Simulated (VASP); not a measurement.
Cd2Br, 3 atoms in the cell. It takes space group R3m (No. 160, trigonal). Conventional cell: a = 3.506 Å, b = 3.506 Å, c = 20.362 Å, α = 90.00°, β = 90.00°, γ = 120.00°. Within 3.5 Å of Cd (site symmetry 3m) lie 3 Br at 2.62 Å and 1 Cd at 3.33 Å. Cd (site symmetry 3m) has 3 Br at 2.62 Å and 1 Cd at 3.33 Å within 3.5 Å. Within 3.5 Å of Br (site symmetry 3m) lie 6 Cd at 2.62 Å. 

```yaml
Program: VASP 6.6.1
Task: single point
Functional: PBE
Potentials_or_basis: VASP PAW PBE potentials, release 64 (Cd, Br)
Cutoff: 520 eV
k_mesh: 6 × 6 × 6
Occupations: gaussian, width 0.1 eV
Spin: no spin polarisation
Dipole_correction: no
Further_INCAR_settings: ALGO = Normal; EDIFF = 1e-06; NBANDS = 22
```

Potentials or basis: VASP PAW PBE potentials, release 64 (Cd, Br).

Command:

```sh
$ cat potpaw_PBE.64/Cd/POTCAR potpaw_PBE.64/Br/POTCAR > POTCAR
$ mpirun -np 1 vasp_std > vasp.out
```

Hardware: 1 thread of Intel(R) Xeon(R) Platinum 8488C (Sapphire Rapids) (shared host).

**Question.** Estimate the wall time of this run.

**Answer.** Run time: 120 s on 1 thread of Intel(R) Xeon(R) Platinum 8488C (Sapphire Rapids), on a shared host, peak memory 0.38 GiB. Counts: scf iterations 12, k points 32.
